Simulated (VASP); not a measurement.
Here is a VASP 6.6.1 calculation.

INCAR

```
SYSTEM = Be7S
ALGO = Normal ; EDIFF = 1E-6
ENCUT = 520 ; GGA = PE
ISIF = 2 ; ISMEAR = 0
LASPH = .TRUE. ; LCHARG = .FALSE.
LREAL = .FALSE. ; LWAVE = .FALSE.
NBANDS = 20 ; NELM = 60
PREC = Accurate ; SIGMA = 0.2
```

Contents of KPOINTS:

```
k-points
0
G
  4 4 3
  0 0 0
```

Contents of POSCAR:

```
Be7S
1.0
    4.0811976563      0.0000000000      0.0000000000
   -2.0405988281      3.5344208482      0.0000000000
    0.0000000000      0.0000000000      7.3051966912
Be S
7 1
Direct
    0.6666666667      0.3333333333      0.6443497264
    0.6666666667      0.3333333333      0.3556502736
    0.1666460726      0.8333539274      0.5000000000
    0.1666460726      0.3332921453      0.5000000000
    0.6667078547      0.8333539274      0.5000000000
    0.3333333333      0.6666666667      0.7436725544
    0.3333333333      0.6666666667      0.2563274456
    0.3333333333      0.6666666667      0.0000000000
```

Potentials or basis: VASP PAW PBE potentials, release 64 (Be, S).

Launch:

```bash
$ cat potpaw_PBE.64/Be/POTCAR potpaw_PBE.64/S/POTCAR > POTCAR
$ mpirun -np 1 vasp_std > vasp.out
```

Q: Predict the largest force.

A: 0.029 eV/Å.

Q: Estimate the band gap on the k mesh.

A: Zero (band 10 reaches 3.59 eV, above the bottom of band 11 at 2.89 eV).

Q: Estimate the pressure.

A: 0.1 GPa.

Forces on the atoms (eV/Å):
```
Be   0.000  0.000  0.012
Be   0.000  0.000 -0.012
Be  -0.019  0.011  0.000
Be   0.000 -0.022  0.000
Be   0.019  0.011  0.000
Be   0.000  0.000  0.029
Be   0.000  0.000 -0.029
S    0.000  0.000  0.000
```

Caveat: the k points lie up to 0.44 Å⁻¹ apart.
